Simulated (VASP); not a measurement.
Crystal: KCl.

```xyz
2
Lattice="-0.0853 3.1224 3.1224 3.1224 -0.0853 3.1224 3.1224 3.1224 -0.0853" Properties=species:S:1:pos:R:3 pbc="T T T"
K     0.0000    0.0000    0.0000
Cl    3.0798    3.0798    3.0798
```

This cell differs from its parent crystal: epitaxial 111 strain +2.0%.

Base run:

```yaml
Program: VASP 6.6.1
Functional: r2SCAN
Potentials_or_basis: VASP PAW PBE potentials, release 64 (K_sv, Cl)
Cutoff: 520 eV
k_mesh: 8 × 8 × 8
Occupations: gaussian, width 0.01 eV
Spin: no spin polarisation
```

Its results: band gap on the k mesh 5.71 eV, direct; pressure -0.4 GPa.

Question: The run is repeated on the same cell with these changes: functional from r2SCAN to PBE; k mesh from 8 × 8 × 8 to 4 × 4 × 4. What comes out?

Answer: Band gap on the k mesh 5.07 eV, direct; pressure 0.4 GPa.

Several settings changed at once, so the effect can't be laid on one alone.

Caveats: some runs use coarse meshes; the PAW data sets were made with another functional, which shifts forces and pressure a little (some runs).

A k mesh can miss the band edges.
